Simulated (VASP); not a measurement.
Write the native input for VASP 6.6.1 that does the following.

| Property | Result |
| --- | --- |
| Task | single point |
| Functional | PBE |
| Potentials or basis | VASP PAW PBE potentials, release 64 (Li_sv, Sn_d, F) |
| Cutoff | 520 eV |
| k mesh | 6 × 6 × 6 |
| Occupations | gaussian, width 0.02 eV |
| Spin | no spin polarisation |
| Dipole correction | no |
| Further INCAR settings | ALGO = Normal; EDIFF = 1e-07; NBANDS = 27 |

The structure of LiSnF3 lies in POSCAR:

```
LiSnF3
1.0
    2.9089502511      1.6794832105      2.4986887242
   -2.9089502511      1.6794832105      2.4986887242
    0.0000000000     -3.3589664210      2.4986887242
Li Sn F
1 1 3
Direct
    0.9777097963      0.9777097963      0.9777097963
    0.4020266443      0.4020266443      0.4020266443
    0.0506879803      0.5236536504      0.0506879803
    0.0506879803      0.0506879803      0.5236536504
    0.5236536504      0.0506879803      0.0506879803
```

The input as run:

INCAR

```
  ALGO = Normal
  EDIFF = 1E-7
  ENCUT = 520
  GGA = PE
  ISIF = 2
  ISMEAR = 0
  LASPH = True
  LCHARG = True
  LELF = True
  LREAL = False
  LVHAR = True
  LWAVE = False
  NBANDS = 27
  NELM = 60
  PREC = Accurate
  SIGMA = 0.02
```

KPOINTS

```
k-points
0
Gamma
  6 6 6
```

Potentials or basis: VASP PAW PBE potentials, release 64 (Li_sv, Sn_d, F).

The run is started by

```console
$ cat potpaw_PBE.64/Li_sv/POTCAR potpaw_PBE.64/Sn_d/POTCAR potpaw_PBE.64/F/POTCAR > POTCAR
$ mpirun -np 1 vasp_std > vasp.out
```

It gave:

The largest force is 0.124 eV/Å and the band gap on the k mesh is 3.90 eV (least direct gap 4.15 eV).

Caveat: spin-orbit coupling is left out, which moves the levels of the heavy elements.

Wall time 74 s on 1 thread of Intel Xeon 8259CL, with other jobs on the host, peak memory 0.21 GiB.
